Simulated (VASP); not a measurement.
Here is a VASP 6.6.1 calculation.

The input INCAR:

```
PREC = Accurate ; ENCUT = 520
EDIFF = 1E-7 ; ISMEAR = 0
SIGMA = 0.05 ; LREAL = F
LASPH = T ; NELM = 60
ALGO = Normal ; ISIF = 2
LWAVE = F ; LCHARG = F
GGA = PS ; NBANDS = 35
```

Contents of KPOINTS:

```
Automatic mesh
0
Gamma
  9 9 2
```

POSCAR

```
WSe2
1.0
   -3.2711504052      0.0000000000      0.0000000000
   -1.6355752026     -2.8328993505      0.0000000000
    0.0000000000      0.0000000000     14.7206689562
W Se
2 4
Direct
    0.3333333333      0.3333333333      0.6735768426
    0.6666666667      0.6666666667      0.2245256142
    0.3333333333      0.3333333333      0.1108134324
    0.6666666667      0.6666666667      0.5598646608
    0.3333333333      0.3333333333      0.3382377960
    0.6666666667      0.6666666667      0.7872890245
```

Potentials or basis: VASP PAW PBE potentials, release 64 (W_sv, Se).

Launch:

```sh
$ cat potpaw_PBE.64/W_sv/POTCAR potpaw_PBE.64/Se/POTCAR > POTCAR
$ mpirun -np 1 vasp_std > vasp.out
```

**Question.** What does it give for the pressure?

**Answer.** 0.3 GPa.

**Question.** Predict the band gap on the k mesh.

**Answer.** 1.42 eV, indirect (least direct gap 1.64 eV).

Forces on the atoms (eV/Å):
```
W    0.000  0.000  0.035
W    0.000  0.000 -0.035
Se   0.000  0.000 -0.041
Se   0.000  0.000 -0.068
Se   0.000  0.000  0.068
Se   0.000  0.000  0.041
```

Caveat: the PAW data sets were made with another functional, which shifts forces and pressure a little; spin-orbit coupling is left out, which moves the levels of the heavy elements; this functional lacks dispersion, which binds the layers, so the pressure and a relaxed spacing across them are unreliable. A hybrid or GW would open this gap; PBEsol tends to underestimate it.
